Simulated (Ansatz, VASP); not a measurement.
# Two plane-wave programs on HPt6

```
Pt H
1.0
     5.61433    0.00000    0.00000
    -2.80716    4.86215    0.00000
     0.00000    0.00000   22.61927
Pt H
12 2
Direct
  0.33333 0.16667 0.17684
  0.33333 0.66667 0.17684
  0.83333 0.16667 0.17684
  0.83333 0.66667 0.17684
  0.16667 0.33333 0.27895
  0.16667 0.83333 0.27895
  0.66667 0.33333 0.27895
  0.66667 0.83333 0.27895
  0.00000 0.00000 0.38106
  0.00000 0.50000 0.38106
  0.50000 0.00000 0.38106
  0.50000 0.50000 0.38106
  0.21144 0.42287 0.42925
  0.28856 0.57713 0.42925
```

Alike in both runs: task single point; functional PBE; k mesh 6 × 6 × 1; occupations gaussian, width 0.1 eV; no spin polarisation.

|  | VASP | Ansatz |
| --- | --- | --- |
| version | VASP 6.6.1 | Ansatz 0.2.0 |
| potentials or method | VASP PAW PBE potentials, release 64 (Pt, H), cutoff 520 eV | scalar-relativistic, plane waves, PAW |
| valence electrons in the cell | 122 | 218 |

```csv
,VASP,Ansatz,Ansatz less VASP
gap on the k mesh at the Fermi level (eV),none,none,-
rms of the force components (eV/Å),1.112,1.110,-0.0016
```

Atom by atom the forces differ by 0.015 eV/Å (rms over components). A gap of «none» marks a metal or a gap that the smearing closes. The functional is the same, so the differences come from potentials, cutoffs and numerics. VASP's potentials hold 122 valence electrons a cell and Ansatz's 218, so a difference there can come from the potentials and not from the codes.

Spin-orbit coupling is off throughout.
